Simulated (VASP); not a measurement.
Write the native input for VASP 6.6.1 that does the following.

| Quantity | Value |
| --- | --- |
| Task | single point |
| Functional | PBE |
| Potentials or basis | VASP PAW PBE potentials, release 64 (W_sv) |
| Cutoff | 520 eV |
| k mesh | 12 × 12 × 12 |
| Occupations | methfessel-paxton, width 0.05 eV |
| Spin | no spin polarisation |
| Dipole correction | no |
| Further INCAR settings | ALGO = Normal; EDIFF = 1e-06; NBANDS = 13 |

The structure of W lies in POSCAR:

```
W
1.0
    0.0000000000      1.9944906995      1.9944906995
    1.9944906995      0.0000000000      1.9944906995
    1.9944906995      1.9944906995      0.0000000000
W
1
Direct
    0.0000000000      0.0000000000      0.0000000000
```

These files were run (other wordings do the same):

INCAR

```
SYSTEM = W
PREC = Accurate ; ENCUT = 520
EDIFF = 1E-6 ; ISMEAR = 1
SIGMA = 0.05 ; LREAL = .False.
LASPH = .True. ; NELM = 100
ALGO = Normal ; ISIF = 2
LWAVE = .False. ; LCHARG = .False.
GGA = PE ; NBANDS = 13
```

KPOINTS

```
Automatic mesh
0
Gamma
  12 12 12
  0 0 0
```

Potentials or basis: VASP PAW PBE potentials, release 64 (W_sv).

The run is started by

```sh
$ cat potpaw_PBE.64/W_sv/POTCAR > POTCAR
$ mpirun -np 1 vasp_std > vasp.out
```

It gave:

- Pressure: 10.6 GPa
- Band gap on the k mesh: zero (band 7 reaches 14.20 eV, above the bottom of band 8 at 10.37 eV)

Caveat: spin-orbit coupling is left out, which moves the levels of the heavy elements.

It took 9 s on 1 thread of Intel(R) Xeon(R) Platinum 8488C (Sapphire Rapids) (shared host), peak memory 0.14 GiB.
